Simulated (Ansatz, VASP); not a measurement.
SiC: VASP beside Ansatz

File INCAR:

```
SYSTEM = SiC
PREC = Accurate ; ENCUT = 600
EDIFF = 1E-6 ; ISMEAR = 0
SIGMA = 0.01 ; LREAL = Auto
LASPH = .TRUE. ; NELM = 120
ALGO = Normal ; ISIF = 2
LWAVE = .FALSE. ; LCHARG = .TRUE.
GGA = PE ; LELF = .TRUE.
LVHAR = .TRUE. ; NBANDS = 86
GGA_COMPAT = .FALSE.
```

KPOINTS

```
regular mesh
0
G
  4 4 2
  0 0 0
```

File POSCAR:

```
SiC
1.0
    6.1523851270      0.0000000000      0.0000000000
   -3.0761925635      5.3281218139      0.0000000000
    0.0000000000      0.0000000000     10.0947360604
Si C
16 16
Direct
    0.1666666667      0.3333333333      0.0022924483
    0.3333333333      0.1666666667      0.2522924483
    0.1666666667      0.3333333333      0.5022924483
    0.3333333333      0.1666666667      0.7522924483
    0.1666666667      0.8333333333      0.0022924483
    0.3333333333      0.6666666667      0.2522924483
    0.1666666667      0.8333333333      0.5022924483
    0.3333333333      0.6666666667      0.7522924483
    0.6666666667      0.3333333333      0.0022924483
    0.8333333333      0.1666666667      0.2522924483
    0.6666666667      0.3333333333      0.5022924483
    0.8333333333      0.1666666667      0.7522924483
    0.6666666667      0.8333333333      0.0022924483
    0.8333333333      0.6666666667      0.2522924483
    0.6666666667      0.8333333333      0.5022924483
    0.8333333333      0.6666666667      0.7522924483
    0.1666666667      0.3333333333      0.1902075517
    0.3333333333      0.1666666667      0.4402075517
    0.1666666667      0.3333333333      0.6902075517
    0.3333333333      0.1666666667      0.9402075517
    0.1666666667      0.8333333333      0.1902075517
    0.3333333333      0.6666666667      0.4402075517
    0.1666666667      0.8333333333      0.6902075517
    0.3333333333      0.6666666667      0.9402075517
    0.6666666667      0.3333333333      0.1902075517
    0.8333333333      0.1666666667      0.4402075517
    0.6666666667      0.3333333333      0.6902075517
    0.8333333333      0.1666666667      0.9402075517
    0.6666666667      0.8333333333      0.1902075517
    0.8333333333      0.6666666667      0.4402075517
    0.6666666667      0.8333333333      0.6902075517
    0.8333333333      0.6666666667      0.9402075517
```

Input for Ansatz:

```yaml
crystal:
  lattice:
    - [6.152385127, 0.0, 0.0]
    - [-3.0761925635, 5.3281218139, 0.0]
    - [0.0, 0.0, 10.0947360604]
  atoms:
    - { symbol: Si, position: [0.1666666667, 0.3333333333, 0.0022924483] }
    - { symbol: Si, position: [0.3333333333, 0.1666666667, 0.2522924483] }
    - { symbol: C, position: [0.1666666667, 0.3333333333, 0.1902075517] }
    - { symbol: C, position: [0.3333333333, 0.1666666667, 0.4402075517] }
    - { symbol: Si, position: [0.1666666667, 0.3333333333, 0.5022924483] }
    - { symbol: Si, position: [0.3333333333, 0.1666666667, 0.7522924483] }
    - { symbol: C, position: [0.1666666667, 0.3333333333, 0.6902075517] }
    - { symbol: C, position: [0.3333333333, 0.1666666667, 0.9402075517] }
    - { symbol: Si, position: [0.1666666667, 0.8333333333, 0.0022924483] }
    - { symbol: Si, position: [0.3333333333, 0.6666666667, 0.2522924483] }
    - { symbol: C, position: [0.1666666667, 0.8333333333, 0.1902075517] }
    - { symbol: C, position: [0.3333333333, 0.6666666667, 0.4402075517] }
    - { symbol: Si, position: [0.1666666667, 0.8333333333, 0.5022924483] }
    - { symbol: Si, position: [0.3333333333, 0.6666666667, 0.7522924483] }
    - { symbol: C, position: [0.1666666667, 0.8333333333, 0.6902075517] }
    - { symbol: C, position: [0.3333333333, 0.6666666667, 0.9402075517] }
    - { symbol: Si, position: [0.6666666667, 0.3333333333, 0.0022924483] }
    - { symbol: Si, position: [0.8333333333, 0.1666666667, 0.2522924483] }
    - { symbol: C, position: [0.6666666667, 0.3333333333, 0.1902075517] }
    - { symbol: C, position: [0.8333333333, 0.1666666667, 0.4402075517] }
    - { symbol: Si, position: [0.6666666667, 0.3333333333, 0.5022924483] }
    - { symbol: Si, position: [0.8333333333, 0.1666666667, 0.7522924483] }
    - { symbol: C, position: [0.6666666667, 0.3333333333, 0.6902075517] }
    - { symbol: C, position: [0.8333333333, 0.1666666667, 0.9402075517] }
    - { symbol: Si, position: [0.6666666667, 0.8333333333, 0.0022924483] }
    - { symbol: Si, position: [0.8333333333, 0.6666666667, 0.2522924483] }
    - { symbol: C, position: [0.6666666667, 0.8333333333, 0.1902075517] }
    - { symbol: C, position: [0.8333333333, 0.6666666667, 0.4402075517] }
    - { symbol: Si, position: [0.6666666667, 0.8333333333, 0.5022924483] }
    - { symbol: Si, position: [0.8333333333, 0.6666666667, 0.7522924483] }
    - { symbol: C, position: [0.6666666667, 0.8333333333, 0.6902075517] }
    - { symbol: C, position: [0.8333333333, 0.6666666667, 0.9402075517] }
basis:
  ecutwfc: 420
  ecutrho_ratio: 4
kpoints:
  mp_grid: { grid: [4, 4, 2] }
hamiltonian:
  xc: pbe
scf:
  occupations: { method: fixed }
output:
  forces: true
  stress: false
  eigenvalues: true
  core_levels:
    shells: { C: "1s", Si: "2p" }
    counted_from: valence_top
    eps_inf: [6.867, 6.867, 7.22]
```

Alike in both runs: task single point; functional PBE; k mesh 4 × 4 × 2; no spin polarisation.

```csv
,VASP,Ansatz
version,VASP 6.6.1,Ansatz 0.2.0
potentials or method,"VASP PAW PBE potentials, release 64 (Si, C), cutoff 600 eV","scalar-relativistic, plane waves, PAW"
occupations,"gaussian, width 0.01 eV",fixed
valence electrons in the cell,128,128
```

```csv
,VASP,Ansatz,Ansatz less VASP
gap on the k mesh at the Fermi level (eV),2.53,2.53,+0.003
least direct gap on the mesh (eV),2.78,2.78,+0.003
```
